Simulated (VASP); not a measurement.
Here is a VASP 6.6.1 calculation.

INCAR

```
SYSTEM = In2GeS2
  PREC = Accurate
  ENCUT = 520
  EDIFF = 1E-6
  ISMEAR = 0
  SIGMA = 0.1
  LREAL = .FALSE.
  LASPH = .TRUE.
  NELM = 60
  ALGO = Normal
  ISIF = 2
  LWAVE = .FALSE.
  LCHARG = .TRUE.
  GGA = PE
  LELF = .TRUE.
  LVHAR = .TRUE.
  NBANDS = 34
```

Contents of KPOINTS:

```
regular mesh
0
G
  6 6 2
  0 0 0
```

The input POSCAR:

```
In2GeS2
1.0
    3.7456654300      0.0000000000      0.0000000000
   -1.8728327100      3.2438414100      0.0000000000
    0.0000000000      0.0000000000     10.1555141200
In Ge S
2 1 2
Direct
    0.6666666700      0.3333333300      0.2917240000
    0.3333333300      0.6666666700      0.7082760000
    0.0000000000      0.0000000000      0.0000000000
    0.6666666700      0.3333333300      0.8726159900
    0.3333333300      0.6666666700      0.1273840100
```

Potentials or basis: VASP PAW PBE potentials, release 64 (In_d, Ge_d, S).

The run is started by

```bash
$ cat potpaw_PBE.64/In_d/POTCAR potpaw_PBE.64/Ge_d/POTCAR potpaw_PBE.64/S/POTCAR > POTCAR
$ mpirun -np 1 vasp_std > vasp.out
```

Question: What does it give for the band gap on the k mesh?

Answer: 0.22 eV (least direct gap 0.43 eV).

Question: What does it give for the pressure?

Answer: 9.4 GPa.

Question: What does it give for the largest force?

Answer: 1.279 eV/Å.

Stress tensor (GPa, compression positive):
```
 8.40  0.00  0.00
 0.00  8.40  0.00
 0.00  0.00 11.37
```

Caveat: the cell stands under pressure; spin-orbit coupling is left out, which moves the levels of the heavy elements; forces of over 1 eV/Å act on the atoms, so gaps and moduli don't describe the material at rest. A k mesh can miss the band edges.
